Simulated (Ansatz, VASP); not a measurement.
**One calculation of ZnSe, two programs**

The input INCAR:

```
PREC     = Accurate       # precision mode
ENCUT    = 520            # plane-wave cutoff, eV
EDIFF    = 1E-6           # SCF threshold, eV
ISMEAR   = -5             # smearing method
SIGMA    = 0.1            # smearing width, eV
LREAL    = False          # projectors in reciprocal space
LASPH    = True           # aspherical terms in the spheres
NELM     = 60             # most SCF steps
ALGO     = Normal         # electronic algorithm
ISIF     = 2              # what is computed and relaxed
LWAVE    = False          # write WAVECAR
LCHARG   = False          # write CHGCAR
GGA      = PE             # functional
NBANDS   = 16             # bands
```

File KPOINTS:

```
Automatic mesh
0
Gamma
  6 6 6
```

POSCAR

```
ZnSe
1.0
    0.0000000000      2.8324246788      2.8324246788
    2.8324246788      0.0000000000      2.8324246788
    2.8324246788      2.8324246788      0.0000000000
Zn Se
1 1
Direct
    0.0000000000      0.0000000000      0.0000000000
    0.2500000000      0.2500000000      0.2500000000
```

Input for Ansatz:

```yaml
crystal:
  lattice:
    - [0.0, 2.8324246788, 2.8324246788]
    - [2.8324246788, 0.0, 2.8324246788]
    - [2.8324246788, 2.8324246788, 0.0]
  atoms:
    - { symbol: Zn, position: [0.0, 0.0, 0.0] }
    - { symbol: Se, position: [0.25, 0.25, 0.25] }
kpoints:
  mp_grid: { grid: [6, 6, 6] }
hamiltonian:
  xc: pbe
scf:
  occupations: { method: tetrahedron }
  n_extra_bands: 4
output:
  forces: true
  stress: true
  eigenvalues: true
```

Alike in both runs: task single point; functional PBE; k mesh 6 × 6 × 6; occupations tetrahedron; no spin polarisation.

|  | VASP | Ansatz |
| --- | --- | --- |
| version | VASP 6.6.1 | Ansatz 0.2.0 |
| potentials or method | VASP PAW PBE potentials, release 64 (Zn, Se) | plane waves |
| plane-wave cutoff (eV) | 520 | 420 |
| valence electrons in the cell | 18 | 28 |

Ansatz gave:

| Quantity | Value |
| --- | --- |
| gap on the k mesh at the Fermi level (eV) | 1.29 |
| pressure (GPa) | 2.2 |

Task: Which values does VASP return?

Result: gap on the k mesh at the Fermi level (eV): 1.29; pressure (GPa): 2.5.

With one functional, cell and mesh, what is left measures potentials, basis and numerics. VASP's potentials hold 18 valence electrons a cell and Ansatz's 28, so a difference there can come from the potentials and not from the codes. Ansatz's warnings: band table not solved further, tetrahedron derivatives may miss energy slope.
